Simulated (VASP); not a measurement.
Write the native input for VASP 6.6.1 that does the following.

```
Task                   : single point
Functional             : PBE
Potentials or basis    : VASP PAW PBE potentials, release 64 (Ti_sv, Os)
Cutoff                 : 520 eV
k mesh                 : 6 × 6 × 6
Occupations            : gaussian, width 0.2 eV
Spin                   : no spin polarisation
Dipole correction      : no
Further INCAR settings : ALGO = Normal; EDIFF = 1e-07; NBANDS = 26
```

The structure of TiOs3 lies in POSCAR:

```
TiOs3
1.0
    3.8351906130      0.0000000000      0.0000000000
    0.0000000000      3.8351906130      0.0000000000
    0.0000000000      0.0000000000      3.8351906130
Ti Os
1 3
Direct
    0.0000000000      0.0000000000      0.0000000000
    0.5000000000      0.5000000000      0.0000000000
    0.5000000000      0.0000000000      0.5000000000
    0.0000000000      0.5000000000      0.5000000000
```

The input as run:

INCAR

```
PREC = Accurate ; ENCUT = 520
EDIFF = 1E-7 ; ISMEAR = 0
SIGMA = 0.2 ; LREAL = False
LASPH = True ; NELM = 80
ALGO = Normal ; ISIF = 2
LWAVE = False ; LCHARG = False
GGA = PE ; NBANDS = 26
```

KPOINTS

```
Automatic mesh
0
Gamma
  6 6 6
```

Potentials or basis: VASP PAW PBE potentials, release 64 (Ti_sv, Os).

The run is started by

```console
$ cat potpaw_PBE.64/Ti_sv/POTCAR potpaw_PBE.64/Os/POTCAR > POTCAR
$ mpirun -np 1 vasp_std > vasp.out
```

Results of the run:

```json
{
  "Pressure": "12.3 GPa",
  "Band gap on the k mesh": "zero (band 18 reaches 12.34 eV, above the bottom of band 19 at 8.30 eV)"
}
```

Caveat: spin-orbit coupling is left out, which moves the levels of the heavy elements.

Run time: 20 s on 1 thread of Intel(R) Xeon(R) 6975P-C (Granite Rapids) (shared host), peak memory 0.18 GiB.
